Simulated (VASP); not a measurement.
Wanted: the native input for a VASP 6.6.1 run.

| Property | Result |
| --- | --- |
| Task | single point |
| Functional | LDA |
| Potentials or basis | VASP PAW LDA potentials, release 64 (Pt, Al) |
| Cutoff | 520 eV |
| k mesh | 8 × 8 × 8 |
| Occupations | fermi-dirac, width 0.05 eV |
| Spin | no spin polarisation |
| Dipole correction | no |
| Further INCAR settings | ALGO = Normal; EDIFF = 1e-07; NBANDS = 15 |

The structure of Al2Pt lies in POSCAR:

```
Al2Pt
1.0
    0.0000000000      3.0129558903      3.0129558903
    3.0129558903      0.0000000000      3.0129558903
    3.0129558903      3.0129558903      0.0000000000
Pt Al
1 2
Direct
    0.0000000000      0.0000000000      0.0000000000
    0.7500000000      0.7500000000      0.7500000000
    0.2500000000      0.2500000000      0.2500000000
```

These files were run (other wordings do the same):

INCAR

```
SYSTEM = Al2Pt
PREC = Accurate ; ENCUT = 520
EDIFF = 1E-7 ; ISMEAR = -1
SIGMA = 0.05 ; LREAL = .False.
LASPH = .True. ; NELM = 100
ALGO = Normal ; ISIF = 2
LWAVE = .False. ; LCHARG = .True.
LELF = .True. ; LVHAR = .True.
NBANDS = 15
```

KPOINTS

```
regular mesh
0
Gamma
  8 8 8
  0 0 0
```

Potentials or basis: VASP PAW LDA potentials, release 64 (Pt, Al).

Launch:

```console
$ cat potpaw_LDA.64/Pt/POTCAR potpaw_LDA.64/Al/POTCAR > POTCAR
$ mpirun -np 1 vasp_std > vasp.out
```

It gave:

The pressure is -10.2 GPa and the band gap on the k mesh is zero (band 8 reaches 10.81 eV, above the bottom of band 9 at 5.56 eV).

Caveat: spin-orbit coupling is left out, which moves the levels of the heavy elements.

It took 13 s on 1 thread of Intel(R) Xeon(R) Platinum 8488C (Sapphire Rapids), with other jobs on the host, peak memory 0.16 GiB.
